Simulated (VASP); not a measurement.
## InPd: single point with PBE

The system is InPd.

```xyz
2
Lattice="3.2719 0.0000 0.0000 0.0000 3.2719 0.0000 0.0000 0.0000 3.2719" Properties=species:S:1:pos:R:3 pbc="T T T"
In    0.0000    0.0000    0.0000
Pd    1.6359    1.6359    1.6359
```

```yaml
Program: VASP 6.6.1
Task: single point
Functional: PBE
Potentials_or_basis: VASP PAW PBE potentials, release 64 (In_d, Pd)
Cutoff: 520 eV
k_mesh: 8 × 8 × 8
Occupations: fermi-dirac, width 0.05 eV
Spin: non-collinear spin, zero start, spin-orbit coupling
Starting_moments: "[[0.0, 0.0, 0.0], [0.0, 0.0, 0.0]] μB"
Dipole_correction: no
Further_INCAR_settings: ALGO = Normal; EDIFF = 1e-07; NBANDS = 35
```

The pressure is 3.6 GPa and the net moment is 0.00 μB per cell. The valence electrons inside the program's atomic spheres are In 11.44; Pd 9.49.

Moments on the atoms (μB; x, y, z):
```
In  0.00 0.00 0.00
Pd  0.00 0.00 0.00
```

It took 55 s on 1 thread of Intel(R) Xeon(R) Platinum 8488C (Sapphire Rapids) (shared host), peak memory 0.23 GiB.
